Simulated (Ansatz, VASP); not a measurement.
## In2BAs3 in VASP and in Ansatz

```
In B As
1.0
    -2.70782    2.70782    4.96273
     2.70782   -2.70782    4.96273
     2.70782    2.70782   -4.96273
In B As
2 1 3
Direct
  0.50000 0.00000 0.50000
  0.00000 0.50000 0.50000
  0.50000 0.50000 0.00000
  0.69493 0.69493 0.00000
  0.30507 0.30507 0.00000
  0.00000 0.00000 0.00000
```

Alike in both runs: functional PBE; k mesh 10 × 10 × 10; occupations gaussian, width 0.1 eV; no spin polarisation.

Ansatz relaxed the structure, and its values are those at the end. VASP's run is a single point on that final structure, the one shown.

```csv
,VASP,Ansatz
version,VASP 6.6.1,Ansatz 0.2.0
potentials or method,"VASP PAW PBE potentials, release 64 (In_d, B, As_d), cutoff 600 eV","scalar-relativistic, plane waves, PAW"
valence electrons in the cell,74,74
```

```tsv
	VASP	Ansatz	Ansatz less VASP
gap on the k mesh at the Fermi level (eV)	none	none	-
pressure (GPa)	0.0	0.0	+0.03
rms of the force components (eV/Å)	0.013	0.002	-0.0109
```

A gap of «none» marks a metal or a gap that the smearing closes. The functional is the same, so the differences come from potentials, cutoffs and numerics.
